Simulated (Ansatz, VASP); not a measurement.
# Hf in VASP and in Ansatz

```
CELL_PARAMETERS angstrom
-1.80500 1.80500 1.80500
1.80500 -1.80500 1.80500
1.80500 1.80500 -1.80500
ATOMIC_POSITIONS crystal
Hf 0.00000 0.00000 0.00000
```

Alike in both runs: task single point; functional PBEsol; k mesh 16 × 16 × 16; occupations gaussian, width 0.1 eV; no spin polarisation.

```csv
,VASP,Ansatz
version,VASP 6.6.1,Ansatz 0.2.0
potentials or method,"VASP PAW PBE potentials, release 64 (Hf_pv), cutoff 520 eV","scalar-relativistic, plane waves, PAW"
valence electrons in the cell,10,26
```

Ansatz gave:

| Quantity | Value |
| --- | --- |
| gap on the k mesh at the Fermi level (eV) | none |
| pressure (GPa) | -9.2 |

Task: What did VASP give for the same quantities?

Result: gap on the k mesh at the Fermi level (eV): none; pressure (GPa): -9.5.

VASP's potentials were made for PBE, not for PBEsol. A gap of «none» marks a metal or a gap that the smearing closes. The functional is the same, so the differences come from potentials, cutoffs and numerics. VASP's potentials hold 10 valence electrons a cell and Ansatz's 26, so a difference there can come from the potentials and not from the codes.

Spin-orbit coupling is off throughout.
